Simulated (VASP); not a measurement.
A run of VASP 6.6.1 is set up as follows.

File INCAR:

```
ALGO     = Normal         # electronic algorithm
EDIFF    = 1E-6           # SCF threshold, eV
ENCUT    = 600            # plane-wave cutoff, eV
GGA      = CA             # functional
GGA_COMPAT= False        
ISIF     = 2              # what is computed and relaxed
ISMEAR   = 0              # smearing method
LASPH    = True           # aspherical terms in the spheres
LCHARG   = False          # write CHGCAR
LREAL    = False          # projectors in reciprocal space
LWAVE    = False          # write WAVECAR
NBANDS   = 14             # bands
NELM     = 120            # most SCF steps
PREC     = Accurate       # precision mode
SIGMA    = 0.1            # smearing width, eV
```

The input KPOINTS:

```
k-points
0
Gamma
  8 8 8
```

POSCAR

```
NaF
1.0
    0.0000000000      2.1830425586      2.1830425586
    2.1830425586      0.0000000000      2.1830425586
    2.1830425586      2.1830425586      0.0000000000
Na F
1 1
Direct
    0.0000000000      0.0000000000      0.0000000000
    0.5000000000      0.5000000000      0.5000000000
```

Potentials or basis: VASP PAW LDA potentials, release 64 (Na_pv, F).

Command:

```sh
$ cat potpaw_LDA.64/Na_pv/POTCAR potpaw_LDA.64/F/POTCAR > POTCAR
$ mpirun -np 1 vasp_std > vasp.out
```

Task: What does it give for the band gap on the k mesh?

Result: 7.02 eV, direct.

Task: Estimate the pressure.

Result: 7.0 GPa.

Expect the measured gap to be larger: semilocal functionals such as LDA lack the derivative discontinuity.
